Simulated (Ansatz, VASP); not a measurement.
## WSe2: VASP beside Ansatz

```
W Se
1.0
     3.27023    0.00000    0.00000
    -1.63512    2.83211    0.00000
     0.00000    0.00000   17.85337
W Se
1 2
Direct
  0.33333 0.66667 0.00000
  0.66667 0.33333 0.90629
  0.66667 0.33333 0.09371
```

Alike in both runs: task single point; functional PBEsol; k mesh 12 × 12 × 2; occupations gaussian, width 0.02 eV; no spin polarisation.

|  | VASP | Ansatz |
| --- | --- | --- |
| version | VASP 6.6.1 | Ansatz 0.2.0 |
| potentials or method | VASP PAW PBE potentials, release 64 (W_sv, Se), cutoff 520 eV | scalar-relativistic, plane waves, PAW |
| valence electrons in the cell | 26 | 46 |

|  | VASP | Ansatz | Ansatz less VASP |
| --- | --- | --- | --- |
| gap on the k mesh at the Fermi level (eV) | 1.69 | 1.69 | -0.001 |
| least direct gap on the mesh (eV) | 1.69 | 1.69 | +0.003 |
| rms of the force components (eV/Å) | 0.026 | 0.003 | -0.0238 |

VASP's potentials were made for PBE, not for PBEsol. Atom by atom the forces differ by 0.029 eV/Å (rms over components). VASP's potentials hold 26 valence electrons a cell and Ansatz's 46, so a difference there can come from the potentials and not from the codes.

Spin-orbit coupling is off throughout.
